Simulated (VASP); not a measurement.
W: single point with BLYP

The system is W.

```
W
1.0
     0.00000    3.07126    3.07126
     3.07126    0.00000    3.07126
     3.07126    3.07126    0.00000
W
2
Cartesian
  0.7678 0.7678 0.7678
  5.3747 5.3747 5.3747
```

This cell differs from its parent crystal: volume scaled by 1.12.

```
Program                : VASP 6.6.1
Task                   : single point
Functional             : BLYP
Potentials or basis    : VASP PAW PBE potentials, release 64 (W_sv)
Cutoff                 : 520 eV
k mesh                 : 10 × 10 × 10
Occupations            : fermi-dirac, width 0.1 eV
Spin                   : no spin polarisation
Dipole correction      : no
Further INCAR settings : ALGO = Normal; EDIFF = 1e-06; NBANDS = 21
```

```yaml
Pressure: -9.4 GPa
Band_gap_on_the_k_mesh: zero (band 14 reaches 4.77 eV, above the bottom of band 15 at 3.96 eV)
```

Levels at points of the mesh, in eV from the Fermi level:
```csv
k point,band 10,band 11,band 12,band 13,band 14,band 15,band 16,band 17,band 18,band 19
"(0.00, 0.00, 0.00)",-1.42,-1.42,-0.95,-0.95,-0.95,1.30,1.30,1.30,4.27,4.27
"(0.50, 0.00, 0.00)",-1.34,-1.23,-1.23,-1.03,-1.03,-0.42,2.22,2.22,3.52,3.52
"(0.50, 0.50, 0.00)",-2.14,-1.40,-1.40,-0.96,-0.96,1.00,1.00,3.84,3.84,4.17
```

Wall time 25 s on 1 thread of Intel(R) Xeon(R) 6975P-C (Granite Rapids), on a shared host, peak memory 0.19 GiB.

Caveat: the PAW data sets were made with another functional, which shifts forces and pressure a little; spin-orbit coupling is left out, which moves the levels of the heavy elements.
